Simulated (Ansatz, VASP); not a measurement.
**RbLa2Cl2 in VASP and in Ansatz**

```
Rb La Cl
1.0
    -2.34012    2.34012    7.97697
     2.34012   -2.34012    7.97697
     2.34012    2.34012   -7.97697
Rb La Cl
1 2 2
Direct
  0.00000 0.00000 0.00000
  0.75000 0.25000 0.50000
  0.25000 0.75000 0.50000
  0.61744 0.61744 0.00000
  0.38256 0.38256 0.00000
```

Change from the starting cell: species swapped into the TlCu2S2 type (I4/mmm, No. 139).

Alike in both runs: functional PBE; k mesh 6 × 6 × 6; occupations gaussian, width 0.1 eV; no spin polarisation.

Ansatz relaxed the structure, and its values are those at the end. VASP's run is a single point on that final structure, the one shown.

```csv
,VASP,Ansatz
version,VASP 6.6.1,Ansatz 0.2.0
potentials or method,"VASP PAW PBE potentials, release 64 (Rb_sv, La, Cl), cutoff 520 eV","scalar-relativistic, plane waves, PAW"
valence electrons in the cell,45,45
```

VASP gave:

| Item | Value |
| --- | --- |
| gap on the k mesh at the Fermi level (eV) | none |
| pressure (GPa) | -0.1 |
| rms of the force components (eV/Å) | 0.008 |

Task: Which values does Ansatz return?

Result: gap on the k mesh at the Fermi level (eV): none; pressure (GPa): 0.0; rms of the force components (eV/Å): 0.006.

A gap of «none» marks a metal or a gap that the smearing closes.

Spin-orbit coupling is off throughout.
